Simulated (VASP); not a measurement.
Crystal: AlP.

```xyz
2
Lattice="0.0000 2.7393 2.7393 2.7393 0.0000 2.7393 2.7393 2.7393 0.0000" Properties=species:S:1:pos:R:3 pbc="T T T"
Al    0.0000    0.0000    0.0000
P     1.3696    1.3696    1.3696
```

Base run:

| Property | Result |
| --- | --- |
| Program | VASP 6.6.1 |
| Functional | r2SCAN |
| Potentials or basis | VASP PAW PBE potentials, release 64 (Al, P) |
| Cutoff | 550 eV |
| k mesh | 8 × 8 × 8 |
| Occupations | gaussian, width 0.01 eV |
| Spin | no spin polarisation |

Its results: band gap on the k mesh 1.93 eV, indirect (least direct gap 3.91 eV); pressure -0.3 GPa.

Question: The run is repeated on the same cell with these changes: functional from r2SCAN to PBE; cutoff from 550 eV to 500 eV; occupations from gaussian, width 0.01 eV to fermi-dirac, width 0.02 eV. What comes out?

Answer: Band gap on the k mesh 1.60 eV, indirect (least direct gap 3.22 eV); pressure 1.3 GPa.

Caveats: the PAW data sets were made with another functional, which shifts forces and pressure a little (some runs).

A k mesh can miss the band edges.
